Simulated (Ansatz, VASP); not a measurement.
## Al3P2 in VASP and in Ansatz

INCAR

```
SYSTEM = Al3P2
ALGO     = Normal         ! electronic algorithm
EDIFF    = 1E-7           ! SCF threshold, eV
EDIFFG   = -0.01          ! ionic threshold
ENCUT    = 600            ! plane-wave cutoff, eV
GGA      = PE             ! functional
IBRION   = 2              ! ionic algorithm
ISIF     = 3              ! what is computed and relaxed
ISMEAR   = 0              ! smearing method
LASPH    = .True.         ! aspherical terms in the spheres
LCHARG   = .False.        ! write CHGCAR
LREAL    = .False.        ! projectors in reciprocal space
LWAVE    = .False.        ! write WAVECAR
NELM     = 60             ! most SCF steps
NSW      = 100            ! ionic steps
PREC     = Accurate       ! precision mode
SIGMA    = 0.1            ! smearing width, eV
```

Contents of KPOINTS:

```
k-points
0
Gamma
  12 12 6
  0 0 0
```

File POSCAR:

```
Al3P2
1.0
    3.4377522317      0.0000000000      0.0000000000
    0.0000000000      3.4377522317      0.0000000000
    0.0000000000      0.0000000000      7.2635807872
Al P
3 2
Direct
    0.5000000000      0.5000000000      0.0000000000
    0.0000000000      0.0000000000      0.2100512220
    0.0000000000      0.0000000000      0.7899487780
    0.0000000000      0.5000000000      0.5000000000
    0.5000000000      0.0000000000      0.5000000000
```

Input for Ansatz:

```yaml
crystal:
  lattice:
    - [3.4377522317, 0.0, 0.0]
    - [0.0, 3.4377522317, 0.0]
    - [0.0, 0.0, 7.2635807872]
  atoms:
    - { symbol: Al, position: [0.5, 0.5, 0.0] }
    - { symbol: Al, position: [0.0, 0.0, 0.210051222] }
    - { symbol: Al, position: [0.0, 0.0, 0.789948778] }
    - { symbol: P, position: [0.0, 0.5, 0.5] }
    - { symbol: P, position: [0.5, 0.0, 0.5] }
basis:
  ecutwfc: 420
kpoints:
  mp_grid: { grid: [12, 12, 6] }
hamiltonian:
  xc: pbe
scf:
  occupations: { method: gaussian, width: 0.1 }
output:
  forces: true
  stress: true
  eigenvalues: true
  write_density: true
  write_potential: true
  elf: true
  volumetric_format: npy
relax:
  adjacent_minimum: "off"
  f_tol: 0.01
  max_steps: 80
  cell: { stress_tol: 0.05 }
```

Alike in both runs: task relaxation of cell and atoms; functional PBE; k mesh 12 × 12 × 6; occupations gaussian, width 0.1 eV; no spin polarisation.

```csv
,VASP,Ansatz
version,VASP 6.6.1,Ansatz 0.2.0
potentials or method,"VASP PAW PBE potentials, release 64 (Al, P), cutoff 600 eV","scalar-relativistic, plane waves, PAW"
valence electrons in the cell,19,19
```

VASP gave:

| Quantity | Value |
| --- | --- |
| gap on the k mesh at the Fermi level, each at its own relaxed structure (eV) | none |
| relaxed volume (Å³/atom) | 17.03 |
| relaxed length of the cell vector where the two differ most in proportion (Å) | 7.241 |

**Question.** What did Ansatz give for the same quantities?

**Answer.** gap on the k mesh at the Fermi level, each at its own relaxed structure (eV): none; relaxed volume (Å³/atom): 17.05; relaxed length of the cell vector where the two differ most in proportion (Å): 7.246.

A gap of «none» marks a metal or a gap that the smearing closes.
